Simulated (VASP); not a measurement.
SrO, 2 atoms in the cell. Symmetry: Fm-3m, No. 225, cubic system. The conventional cell has a = 5.160 Å, b = 5.160 Å, c = 5.160 Å, α = 90.00°, β = 90.00°, γ = 90.00°. Within 3.4 Å of Sr (site symmetry m-3m) lie 6 O at 2.58 Å. O (site symmetry m-3m) has 6 Sr at 2.58 Å within 3.4 Å. 

- Program: VASP 6.6.1
- Task: single point
- Functional: PBE
- Potentials or basis: VASP PAW PBE potentials, release 64 (Sr_sv, O)
- Cutoff: 520 eV
- k mesh: 8 × 8 × 8
- Occupations: fermi-dirac, width 0.02 eV
- Spin: no spin polarisation
- Dipole correction: no
- Further INCAR settings: ALGO = Normal; EDIFF = 1e-06; NBANDS = 15

Potentials or basis: VASP PAW PBE potentials, release 64 (Sr_sv, O).

Command:

```bash
$ cat potpaw_PBE.64/Sr_sv/POTCAR potpaw_PBE.64/O/POTCAR > POTCAR
$ mpirun -np 1 vasp_std > vasp.out
```

Hardware: 1 thread of AMD EPYC 7R43 64-Core Processor (Zen 3) (shared host).

**Question.** How long does it take, and how much memory?

**Answer.** It took 22 s on 1 thread of AMD EPYC 7R43 64-Core Processor (Zen 3), on a shared host, peak memory 0.13 GiB. Counts: scf iterations 13, k points 29.
